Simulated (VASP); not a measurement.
# Pb: single point with LDA

Crystal: Pb.

```
Pb
1.0
     3.22696    0.00000    0.00000
     0.00000    3.22696    0.00000
     0.00000    0.00000    3.22696
Pb
1
Direct
  0.00000 0.00000 0.00000
```

This cell differs from its parent crystal: volume scaled by 1.08.

```json
{
  "Program": "VASP 6.6.1",
  "Task": "single point",
  "Functional": "LDA",
  "Potentials or basis": "VASP PAW LDA potentials, release 64 (Pb_d)",
  "Cutoff": "520 eV",
  "k mesh": "11 × 11 × 11",
  "Occupations": "fermi-dirac, width 0.1 eV",
  "Spin": "no spin polarisation",
  "Dipole correction": "no",
  "Further INCAR settings": "ALGO = Normal; EDIFF = 1e-07; NBANDS = 13"
}
```

```
Pressure               : -2.8 GPa
Band gap on the k mesh : zero (band 7 reaches 10.57 eV, above the bottom of band 8 at 3.99 eV)
```

Levels at points of the mesh, in eV from the Fermi level:
```
           k point  band 3  band 4  band 5  band 6  band 7  band 8  band 9  band 10  band 11  band 12
(0.00, 0.00, 0.00)  -16.51  -16.51  -16.51  -11.18    4.96    4.96    4.96     7.98     9.43     9.43
```

Run time: 25 s on 1 thread of AMD EPYC 7R43 64-Core Processor (Zen 3) (shared host), peak memory 0.11 GiB.

Caveat: spin-orbit coupling is left out, which moves the levels of the heavy elements.
